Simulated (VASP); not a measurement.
A run of VASP 6.6.1:

File INCAR:

```
PREC = Accurate
ENCUT = 500
EDIFF = 1E-6
ISMEAR = -1
SIGMA = 0.1
LREAL = False
LASPH = True
NELM = 200
ALGO = Normal
ISIF = 2
LWAVE = False
LCHARG = False
ISPIN = 2
MAGMOM = 0 0
LORBIT = 11
GGA = PE
IVDW = 12
NBANDS = 23
ISYM = 0
GGA_COMPAT = False
```

File KPOINTS:

```
Automatic mesh
0
Gamma
  3 6 1
```

The input POSCAR:

```
Cd
1.0
    2.9788725081      0.0000000000      0.0000000000
   -1.4894362540      2.5797792666      0.0000000000
    0.0000000000      0.0000000000      5.6176500000
Cd
2
Direct
    0.3333333333      0.6666666667      0.2500000000
    0.6666666667      0.3333333333      0.7500000000
```

Potentials or basis: VASP PAW PBE potentials, release 64 (Cd).

Launch:

```console
$ cat potpaw_PBE.64/Cd/POTCAR > POTCAR
$ mpirun -np 1 vasp_std > vasp.out
```

Hardware: 1 thread of Intel Xeon 8259CL (shared host).

Question: How long does it take, and how much memory?

Answer: Wall time 47 s on 1 thread of Intel Xeon 8259CL (shared host), peak memory 0.18 GiB. Counts: scf iterations 11, k points 10.
